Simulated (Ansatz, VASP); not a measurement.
## One calculation of Hf, two programs

File INCAR:

```
PREC = Accurate
ENCUT = 520
EDIFF = 1E-7
ISMEAR = -1
SIGMA = 0.1
LREAL = F
LASPH = T
NELM = 80
ALGO = Normal
ISIF = 2
LWAVE = F
LCHARG = F
GGA = RE
NBANDS = 28
```

File KPOINTS:

```
Automatic mesh
0
Gamma
  13 13 4
```

POSCAR

```
Hf
1.0
    3.1319092316      0.0000000000      0.0000000000
   -1.5659546158      2.7123129569      0.0000000000
    0.0000000000      0.0000000000     10.0205094206
Hf
4
Direct
    1.0000000000      0.0000000000      1.0000000000
    1.0000000000      0.0000000000      0.5000000000
    0.3333333333      0.6666666667      0.2500000000
    0.6666666667      0.3333333333      0.7500000000
```

Input for Ansatz:

```yaml
crystal:
  lattice:
    - [3.1319092316, 0.0, 0.0]
    - [-1.5659546158, 2.7123129569, 0.0]
    - [0.0, 0.0, 10.0205094206]
  atoms:
    - { symbol: Hf, position: [1.0, 0.0, 1.0] }
    - { symbol: Hf, position: [1.0, 0.0, 0.5] }
    - { symbol: Hf, position: [0.3333333333, 0.6666666667, 0.25] }
    - { symbol: Hf, position: [0.6666666667, 0.3333333333, 0.75] }
hamiltonian:
  xc: revpbe
  pseudopotentials:
    kind: paw
    azcp:
      Hf: "pseudopotentials/Hf.paw.azcp"
basis:
  ecutwfc: 420
  fft_grid_basis: typed
kpoints:
  mp_grid: { grid: [13, 13, 4], shift: [0, 0, 0] }
magnetization:
  spin_polarized: false
scf:
  occupations: { method: fermi_dirac, width: 0.1 }
  lower_state_search: "off"
output:
  stress: true
```

Alike in both runs: task single point; functional revPBE; k mesh 13 × 13 × 4; occupations fermi-dirac, width 0.1 eV; no spin polarisation.

|  | VASP | Ansatz |
| --- | --- | --- |
| version | VASP 6.6.1 | Ansatz 0.2.0 |
| potentials or method | VASP PAW PBE potentials, release 64 (Hf_pv), cutoff 520 eV | plane waves (420 eV) with PAW, scalar-relativistic |
| valence electrons in the cell | 40 | 104 |

|  | VASP | Ansatz | Ansatz less VASP |
| --- | --- | --- | --- |
| pressure (GPa) | 9.2 | 9.7 | +0.49 |

VASP's potentials were made for PBE, not for revPBE. With one functional, cell and mesh, what is left measures potentials, basis and numerics. VASP's potentials hold 40 valence electrons a cell and Ansatz's 104, so a difference there can come from the potentials and not from the codes.

Neither program's run includes spin-orbit coupling.
